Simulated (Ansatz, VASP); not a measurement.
# Two plane-wave programs on CdS

Contents of INCAR:

```
SYSTEM = CdS
PREC = Accurate
ENCUT = 520
EDIFF = 1E-6
ISMEAR = 0
SIGMA = 0.05
LREAL = .FALSE.
LASPH = .TRUE.
NELM = 100
ALGO = Normal
ISIF = 2
LWAVE = .FALSE.
LCHARG = .FALSE.
GGA = PE
NBANDS = 26
```

Contents of KPOINTS:

```
regular mesh
0
G
  12 12 4
  0 0 0
```

POSCAR

```
CdS
1.0
    4.1347992034      0.0000000000      0.0000000000
   -2.0673996017      3.5808411497      0.0000000000
    0.0000000000      0.0000000000      6.7490000000
Cd S
2 2
Direct
    0.3333333333      0.6666666667      0.0000000000
    0.6666666667      0.3333333333      0.5000000000
    0.3333333333      0.6666666667      0.3553659801
    0.6666666667      0.3333333333      0.8850000000
```

Input for Ansatz:

```yaml
crystal:
  lattice:
    - [4.1347992034, 0.0, 0.0]
    - [-2.0673996017, 3.5808411497, 0.0]
    - [0.0, 0.0, 6.749]
  atoms:
    - { symbol: Cd, position: [0.3333333333, 0.6666666667, 0.0] }
    - { symbol: Cd, position: [0.6666666667, 0.3333333333, 0.5] }
    - { symbol: S, position: [0.3333333333, 0.6666666667, 0.3553659801] }
    - { symbol: S, position: [0.6666666667, 0.3333333333, 0.885] }
basis:
  ecutwfc: 420
kpoints:
  mp_grid: { grid: [12, 12, 4] }
hamiltonian:
  xc: pbe
scf:
  occupations: { method: gaussian, width: 0.05 }
output:
  forces: true
  stress: true
  eigenvalues: true
```

Alike in both runs: task single point; functional PBE; k mesh 12 × 12 × 4; occupations gaussian, width 0.05 eV; no spin polarisation.

```csv
,VASP,Ansatz
version,VASP 6.6.1,Ansatz 0.2.0
potentials or method,"VASP PAW PBE potentials, release 64 (Cd, S), cutoff 520 eV","scalar-relativistic, plane waves, PAW"
valence electrons in the cell,36,52
```

Ansatz gave:

- gap on the k mesh at the Fermi level (eV): 1.16
- least direct gap on the mesh (eV): 1.16
- pressure (GPa): 2.8
- traceless stress, the component that is largest in VASP (GPa): 1.35
- rms of the force components (eV/Å): 0.520

Task: Estimate VASP's values.

Result: gap on the k mesh at the Fermi level (eV): 1.16; least direct gap on the mesh (eV): 1.16; pressure (GPa): 3.2; traceless stress, the component that is largest in VASP (GPa): 1.40; rms of the force components (eV/Å): 0.531.

Atom by atom the forces differ by 0.011 eV/Å (rms over components). VASP's potentials hold 36 valence electrons a cell and Ansatz's 52, so a difference there can come from the potentials and not from the codes.
